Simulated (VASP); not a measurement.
A run of VASP 6.6.1 is set up as follows.

Contents of INCAR:

```
SYSTEM = MnBr2
PREC     = Accurate       ! precision mode
ENCUT    = 520            ! plane-wave cutoff, eV
EDIFF    = 1E-6           ! SCF threshold, eV
ISMEAR   = 0              ! smearing method
SIGMA    = 0.05           ! smearing width, eV
LREAL    = .False.        ! projectors in reciprocal space
LASPH    = .True.         ! aspherical terms in the spheres
NELM     = 150            ! most SCF steps
ALGO     = Normal         ! electronic algorithm
ISIF     = 2              ! what is computed and relaxed
LWAVE    = .False.        ! write WAVECAR
LCHARG   = .False.        ! write CHGCAR
LMAXMIX  = 4              ! l up to which the mixer works
LDAU     = .True.         ! DFT+U
LDAUTYPE = 2            
LDAUL    = 2 -1           ! shell
LDAUU    = 4.9 0          ! U, eV
LDAUJ    = 0 0          
LDAUPRINT= 1            
GGA      = CA             ! functional
NBANDS   = 20             ! bands
```

The input KPOINTS:

```
Automatic mesh
0
Gamma
  8 8 4
  0 0 0
```

The input POSCAR:

```
MnBr2
1.0
    3.8258920574      0.0000000000      0.0000000000
   -1.9129460287      3.3133197139      0.0000000000
    0.0000000000      0.0000000000      6.1709537350
Mn Br
1 2
Direct
    0.0000000000      0.0000000000      0.0000000000
    0.3333333333      0.6666666667      0.2434265097
    0.6666666667      0.3333333333      0.7565734903
```

Potentials or basis: VASP PAW LDA potentials, release 64 (Mn_pv, Br).

Command:

```bash
$ cat potpaw_LDA.64/Mn_pv/POTCAR potpaw_LDA.64/Br/POTCAR > POTCAR
$ mpirun -np 1 vasp_std > vasp.out
```

(1) Estimate the largest force.

(2) Estimate the pressure.

(3) Estimate the band gap on the k mesh.

Results:

(1) 1.361 eV/Å.

(2) -9.0 GPa.

(3) zero (an odd number of electrons rules out a gap without spin polarisation).

Caveat: the cell stands under tension; an odd number of electrons without spin polarisation forces a metal; a magnetic or distorted state may lie lower; the run has no spin polarisation, though such a crystal can be magnetic; U without spin polarisation on a metal has little footing.
